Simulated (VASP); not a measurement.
# YGaS (P4_2/mmc) in VASP: density of states with PBE

Aim: the density of states of YGaS with PBE.

All numbers are computed with VASP 6.6.1; they aren't measurements. Logs are shortened: lines on timing, memory, paths and dates and some standing lists are left out, and cuts for length are marked.

## Step 1: The cell of the first run

It takes space group P4_2/mmc (No. 131, tetragonal). The conventional cell has a = 4.206 Å, b = 4.206 Å, c = 7.721 Å, α = 90.00°, β = 90.00°, γ = 90.00°. Within 3.8 Å of Y (site symmetry -4m2) lie 4 S at 2.85 Å and 4 Ga at 2.97 Å. Ga (site symmetry -4m2) has 4 S at 2.85 Å and 4 Y at 2.97 Å within 3.8 Å. S (site symmetry mmm) has 4 Y at 2.85 Å and 4 Ga at 2.85 Å within 3.8 Å.

## Step 2: Density of states, PBE

Contents of POSCAR:

```
YGaS
1.0
    4.2058758658      0.0000000000      0.0000000000
    0.0000000000      4.2058758658      0.0000000000
    0.0000000000      0.0000000000      7.7214075205
Y Ga S
2 2 2
Direct
    0.5000000000      0.5000000000      0.2500000000
    0.5000000000      0.5000000000      0.7500000000
    0.0000000000      0.0000000000      0.7500000000
    0.0000000000      0.0000000000      0.2500000000
    0.0000000000      0.5000000000      0.0000000000
    0.5000000000      0.0000000000      0.5000000000
```

Contents of INCAR.step1:

```
SYSTEM = YGaS
PREC = Accurate ; ENCUT = 520
EDIFF = 1E-7 ; ISMEAR = 0
SIGMA = 0.1 ; LREAL = .False.
LASPH = .True. ; NELM = 100
ALGO = Normal ; ISIF = 2
LWAVE = .False. ; LCHARG = .True.
LMAXMIX = 4 ; GGA = PE
NBANDS = 39
```

Contents of KPOINTS.step1:

```
Automatic mesh
0
Gamma
  10 10 6
  0 0 0
```

Contents of INCAR.step2:

```
SYSTEM = YGaS
PREC = Accurate ; ENCUT = 520
EDIFF = 1E-7 ; ISMEAR = -5
SIGMA = 0.1 ; LREAL = .False.
LASPH = .True. ; NELM = 100
ALGO = Normal ; ISIF = 2
LWAVE = .False. ; LCHARG = .False.
LMAXMIX = 4 ; GGA = PE
LORBIT = 11 ; NBANDS = 39
NEDOS = 2001 ; ICHARG = 11
```

Contents of KPOINTS.step2:

```
Automatic mesh
0
Gamma
  15 15 9
  0 0 0
```

Potentials or basis: VASP PAW PBE potentials, release 64 (Y_sv, Ga_d, S).

Command:

```sh
$ cat potpaw_PBE.64/Y_sv/POTCAR potpaw_PBE.64/Ga_d/POTCAR potpaw_PBE.64/S/POTCAR > POTCAR
$ cp INCAR.step1 INCAR
$ cp KPOINTS.step1 KPOINTS
$ mpirun -np 1 vasp_std > vasp.out
$ cp INCAR.step2 INCAR
$ cp KPOINTS.step2 KPOINTS
$ mpirun -np 1 vasp_std > vasp.out
```

OUTCAR:

```text
SYSTEM = YGaS
   PREC = Accurate
   ENCUT = 520
   EDIFF = 1E-7
   ISMEAR = -5
   LREAL = .False.
   LASPH = .True.
   NELM = 100
   ISIF = 2
   GGA = PE
   LORBIT = 11
   ICHARG = 11

 ion  position               nearest neighbor table
   1  0.500  0.500  0.250-   5 2.85   6 2.85   6 2.85   5 2.85   4 2.97   4 2.97   4 2.97   4 2.97
                             2 3.86   2 3.86
   2  0.500  0.500  0.750-   5 2.85   6 2.85   6 2.85   5 2.85   3 2.97   3 2.97   3 2.97   3 2.97
                             1 3.86   1 3.86
   3  0.000  0.000  0.750-   5 2.85   6 2.85   5 2.85   6 2.85   2 2.97   2 2.97   2 2.97   2 2.97

   4  0.000  0.000  0.250-   5 2.85   6 2.85   5 2.85   6 2.85   1 2.97   1 2.97   1 2.97   1 2.97

   5  0.000  0.500  0.000-   1 2.85   2 2.85   3 2.85   4 2.85   3 2.85   4 2.85   1 2.85   2 2.85

   6  0.500  0.000  0.500-   1 2.85   2 2.85   3 2.85   4 2.85   1 2.85   2 2.85   3 2.85   4 2.85

  LATTYP: Found a simple tetragonal cell.
 ALAT       =     4.2058758658
 C/A-ratio  =     1.8358619624

  Lattice vectors:

 A1 = (   4.2058758658,   0.0000000000,   0.0000000000)
 A2 = (   0.0000000000,   4.2058758658,   0.0000000000)
 A3 = (   0.0000000000,   0.0000000000,   7.7214075205)

Analysis of symmetry for initial positions (statically):
=====================================================================
 Subroutine PRICEL returns:
 Original cell was already a primitive cell.

 Routine SETGRP: Setting up the symmetry group for a
 simple tetragonal supercell.

 Subroutine GETGRP returns: Found 16 space group operations
 (whereof  8 operations were pure point group operations)
 out of a pool of 16 trial point group operations.

The static configuration has the point symmetry D_2h.
 The point group associated with its full space group is D_4h.

Analysis of symmetry for dynamics (positions and initial velocities):
=====================================================================
 Subroutine PRICEL returns:
 Original cell was already a primitive cell.

 Routine SETGRP: Setting up the symmetry group for a
 simple tetragonal supercell.

 Subroutine GETGRP returns: Found 16 space group operations
 (whereof  8 operations were pure point group operations)
 out of a pool of 16 trial point group operations.

The dynamic configuration has the point symmetry D_2h.
 The point group associated with its full space group is D_4h.

 Subroutine INISYM returns: Found 16 space group operations
 (whereof  8 operations are pure point group operations),
 and found     1 'primitive' translations

----------------------------------------------------------------------------------------

                                     Primitive cell

  volume of cell :     136.5870

  direct lattice vectors                    reciprocal lattice vectors
     4.205875866  0.000000000  0.000000000     0.237762604  0.000000000  0.000000000
     0.000000000  4.205875866  0.000000000     0.000000000  0.237762604  0.000000000
     0.000000000  0.000000000  7.721407520     0.000000000  0.000000000  0.129510066

  length of vectors
     4.205875866  4.205875866  7.721407520     0.237762604  0.237762604  0.129510066

  position of ions in fractional coordinates (direct lattice)
     0.500000000  0.500000000  0.250000000
     0.500000000  0.500000000  0.750000000
     0.000000000  0.000000000  0.750000000
     0.000000000  0.000000000  0.250000000
     0.000000000  0.500000000  0.000000000
     0.500000000  0.000000000  0.500000000

  ion indices of the primitive-cell ions
   primitive index   ion index
                 1           1
                 2           2
                 3           3
                 4           4
                 5           5
                 6           6

----------------------------------------------------------------------------------------

 KPOINTS: Automatic mesh

Automatic generation of k-mesh.
 Grid dimensions read from file:
 generate k-points for:   15   15    9

 Generating k-lattice:

  Cartesian coordinates                     Fractional coordinates (reciprocal lattice)
     0.015850840  0.000000000  0.000000000     0.066666667  0.000000000  0.000000000
     0.000000000  0.015850840  0.000000000     0.000000000  0.066666667  0.000000000
     0.000000000  0.000000000  0.014390007     0.000000000  0.000000000  0.111111111

  Length of vectors
     0.015850840  0.015850840  0.014390007

  Shift w.r.t. Gamma in fractional coordinates (k-lattice)
     0.000000000  0.000000000  0.000000000

 TETIRR: Found   3013 inequivalent tetrahedra from    12150

 Subroutine IBZKPT returns following result:
 ===========================================

 Found    180 irreducible k-points:

 Following reciprocal coordinates:
            Coordinates               Weight
  0.000000  0.000000  0.000000      1.000000
  0.066667  0.000000  0.000000      4.000000
  0.133333  0.000000  0.000000      4.000000
  0.200000  0.000000  0.000000      4.000000
  0.266667  0.000000  0.000000      4.000000
  0.333333  0.000000  0.000000      4.000000
[... 16 lines left out ...]
  0.266667  0.200000  0.000000      8.000000
  0.333333  0.200000  0.000000      8.000000
 [... further k-points ...]
   k-points           NKPTS =    180   k-points in BZ     NKDIM =    180   number of bands    NBANDS=     39
   number of dos      NEDOS =   2001   number of ions     NIONS =      6
   total plane-waves  NPLWV =  61440
   dimension x,y,z NGX =    32 NGY =   32 NGZ =   60
   dimension x,y,z NGXF=    64 NGYF=   64 NGZF=  120
   ions per type =               2   2   2
   NGX,Y,Z   is equivalent  to a cutoff of  12.65, 12.65, 12.92 a.u.
   NGXF,Y,Z  is equivalent  to a cutoff of  25.30, 25.30, 25.84 a.u.
 SYSTEM =  YGaS
   PREC   = accura    normal or accurate (medium, high low for compatibility)
   ISTART =      0    job   : 0-new  1-cont  2-samecut
   ICHARG =     11    charge: 1-file 2-atom 10-const
   ISPIN  =      1    spin polarized calculation?
   LNONCOLLINEAR =      F non collinear calculations
   LSORBIT =      F    spin-orbit coupling
   LASPH  =      T    aspherical Exc in radial PAW
   ENCUT  =  520.0 eV  38.22 Ry    6.18 a.u.   7.82  7.82 14.36*2*pi/ulx,y,z
   NELM   =    100;   NELMIN=  2; NELMDL=  0     # of ELM steps
   EDIFF  = 0.1E-06   stopping-criterion for ELM
   LREAL  =      F    real-space projection
   EDIFFG = 0.1E-05   stopping-criterion for IOM
   NSW    =      0    number of steps for IOM
   IBRION =     -1    ionic relax: 0-MD 1-quasi-New 2-CG
   NFREE  =      0    steps in history (QN), initial steepest desc. (CG)
   ISIF   =      2    stress and relaxation
   ISYM   =      2    0-nonsym 1-usesym 2-fastsym
   POTIM  = 0.5000    time-step for ionic-motion
   TEBEG  =    0.0;   TEEND  =   0.0 temperature during run
   PSTRESS=    0.0 pullay stress
   NELECT =      60.0000    total number of electrons
   NUPDOWN=      -1.0000    fix difference up-down
   EMIN   =  10.00;   EMAX   =-10.00  energy-range for DOS
   EFERMI =   0.00;   METHOD = LEGACY
   ISMEAR =    -5;   SIGMA  =   0.10  broadening in eV -4-tet -1-fermi 0-gaus
   EFERMI_NEDOS =   21; number of points for ismear=-14 and -15
   IALGO  =     38    algorithm
   IMIX   =      4    mixing-type and parameters
     AMIX     =   0.40;   BMIX     =  1.00
     AMIX_MAG =   1.60;   BMIX_MAG =  1.00
  volume/ion in A,a.u.               =      22.76       153.62
  Fermi-wavevector in a.u.,A,eV,Ry     =   1.244482  2.351731 21.071842  1.548737
  Thomas-Fermi vector in A             =   2.378747
   LORBIT       =     11    0 simple, 1 ext, 2 COOP (PROOUT), +10 PAW based schemes
   GGA     = PE    functional components
   LHFCALC =     F    Hartree Fock is set to
   AEXX    =    0.0000 exact exchange contribution
   IVDW    =     0    specifies the selected vdW correction
   LEPSILON=     F    determine dielectric tensor
   LRPA    =     F    only Hartree local field effects (RPA)
 non-spin polarized calculation
 Fermi weights with tetrahedron method with Bloechl corrections
  energy-cutoff  :      520.00
  volume of cell :      136.59
 maximum number of plane-waves:      3709
 NGX is ok and might be reduce to    32

 number of electron      59.9999991 magnetization

 Free energy of the ion-electron system (eV)
  ---------------------------------------------------
  ext. energy  EPLUGINS =         0.00000000
  ---------------------------------------------------
  free energy    TOTEN  =       -31.38969232 eV

  energy without entropy =      -31.38969232  energy(sigma->0) =      -31.38969232

 E-fermi :   4.9656     XC(G=0): -10.0210

 val. band max:        5.0078667811   @ k =   0.2667   0.2000   0.0000
 cond. band min:       4.8876131156   @ k =   0.4667   0.2000   0.0000
 fundamental gap:     -0.1202536655
 Fermi energy:         4.9656195104

 k-point     1 :       0.0000    0.0000    0.0000
  band No.  band energies     occupation
      1     -38.1224      2.00000
      2     -38.1131      2.00000
      3     -18.3352      2.00000
      4     -18.1388      2.00000
      5     -18.1107      2.00000
      6     -18.1107      2.00000
[... 31 lines left out ...]
     38       7.2612      0.00000
     39       8.6357      0.00000

 k-point     2 :       0.0667    0.0000    0.0000
  band No.  band energies     occupation
      1     -38.1223      2.00000
      2     -38.1130      2.00000
      3     -18.3343      2.00000
      4     -18.1385      2.00000
      5     -18.1155      2.00000
      6     -18.1106      2.00000
[... 913 lines left out ...]
     38       8.0029      0.00000
     39       8.9393      0.00000

 k-point    24 :       0.3333    0.2000    0.0000
  band No.  band energies     occupation
      1     -38.1188      2.00000
      2     -38.1097      2.00000
      3     -18.3110      2.00000
      4     -18.1887      2.00000
      5     -18.1541      2.00000
      6     -18.1420      2.00000
[... 31 lines left out ...]
     38       8.1339      0.00000
     39       9.0723      0.00000

 [... further k-points ...]

------------------------ aborting loop because EDIFF is reached ----------------------------------------

  FORCE on cell =-STRESS in cart. coord.  units (eV):
  Direction    XX          YY          ZZ          XY          YZ          ZX
  --------------------------------------------------------------------------------------
  -------------------------------------------------------------------------------------
  Total        0.1147954      0.1147954     -0.0764089     -0.0000000      0.0000000      0.0000000
  in kB        1.3465604      1.3465604     -0.8962833     -0.0000000      0.0000000      0.0000000
  external PRESSURE =       0.5989458 kB  Pullay stress =       0.0000000 kB

 VOLUME and BASIS-vectors are now :
 -----------------------------------------------------------------------------
  energy-cutoff  :      520.00
  volume of cell :      136.59
      direct lattice vectors                 reciprocal lattice vectors
     4.205875866  0.000000000  0.000000000     0.237762604  0.000000000  0.000000000
     0.000000000  4.205875866  0.000000000     0.000000000  0.237762604  0.000000000
     0.000000000  0.000000000  7.721407520     0.000000000  0.000000000  0.129510066

 POSITION                                       TOTAL-FORCE (eV/Angst)
 -----------------------------------------------------------------------------------
      2.10294      2.10294      1.93035        -0.000000     -0.000000      0.000000
      2.10294      2.10294      5.79106         0.000000      0.000000     -0.000000
      0.00000      0.00000      5.79106         0.000000     -0.000000     -0.000000
      0.00000      0.00000      1.93035         0.000000      0.000000     -0.000000
      0.00000      2.10294      0.00000         0.000000      0.000000     -0.000000
      2.10294      0.00000      3.86070         0.000000      0.000000     -0.000000
 -----------------------------------------------------------------------------------
    total drift:                                0.000000     -0.000000     -0.000000

  FREE ENERGIE OF THE ION-ELECTRON SYSTEM (eV)
  ---------------------------------------------------
  free  energy   TOTEN  =       -31.3896923225 eV

  energy  without entropy=      -31.3896923225  energy(sigma->0) =      -31.38969232

 total charge

# of ion       s       p       d       f       tot
--------------------------------------------------
    1        2.149   6.272   1.056   0.040   9.517
    2        2.149   6.272   1.056   0.040   9.517
    3        1.088   0.565   9.944   0.000  11.598
    4        1.088   0.565   9.944   0.000  11.598
    5        1.349   2.328   0.000   0.000   3.677
    6        1.349   2.328   0.000   0.000   3.677
--------------------------------------------------
tot          9.173  18.331  22.000   0.080  49.585
```

Run time: 7.1 min. Hardware: 1 thread of Intel Xeon 6975P-C (Granite Rapids), shared host; peak memory 0.88 GiB.

What came out:

| Item | Value |
| --- | --- |
| Valence electrons inside the program's atomic spheres | Y 9.52; Ga 11.60; S 3.68 |

Caveat: tetrahedron occupations give inexact forces and stress in metals.
